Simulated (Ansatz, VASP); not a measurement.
**Two plane-wave programs on CuSi16**

```
Si Cu
1.0
     0.00000    5.43000    5.43000
     5.43000    0.00000    5.43000
     5.43000    5.43000    0.00000
Si Cu
16 1
Direct
  0.00000 0.00067 0.99997
  0.12431 0.12577 0.12426
  0.00034 0.00086 0.49796
  0.12462 0.12329 0.62561
  0.99997 0.49946 0.99995
  0.12369 0.62632 0.12372
  0.99578 0.50142 0.50134
  0.12454 0.62650 0.62559
  0.49801 0.00086 0.00030
  0.62564 0.12327 0.12462
  0.50267 0.99203 0.50266
  0.62597 0.12398 0.62593
  0.50131 0.50138 0.99589
  0.62562 0.62649 0.12455
  0.50257 0.50250 0.50256
  0.62666 0.62313 0.62676
  0.37765 0.37203 0.37782
```

Alike in both runs: functional PBE; dispersion D3(BJ); k mesh 2 × 2 × 2; occupations fermi-dirac, width 0.05 eV; collinear spin.

Ansatz relaxed the structure, and its values are those at the end. VASP's run is a single point on that final structure, the one shown.

|  | VASP | Ansatz |
| --- | --- | --- |
| version | VASP 6.6.1 | Ansatz 0.2.0 |
| potentials or method | VASP PAW PBE potentials, release 64 (Si, Cu), cutoff 520 eV | scalar-relativistic, plane waves, PAW |
| valence electrons in the cell | 75 | 83 |

|  | VASP | Ansatz | Ansatz less VASP |
| --- | --- | --- | --- |
| rms of the force components (eV/Å) | 0.005 | 0.002 | -0.0030 |
| net moment per atom (μB) | 0.00 | 0.00 | 0.000 |

VASP's potentials hold 75 valence electrons a cell and Ansatz's 83, so a difference there can come from the potentials and not from the codes. Ansatz's warnings: seeded moment not kept.

The k mesh is coarse, so the values compare programs but aren't converged.
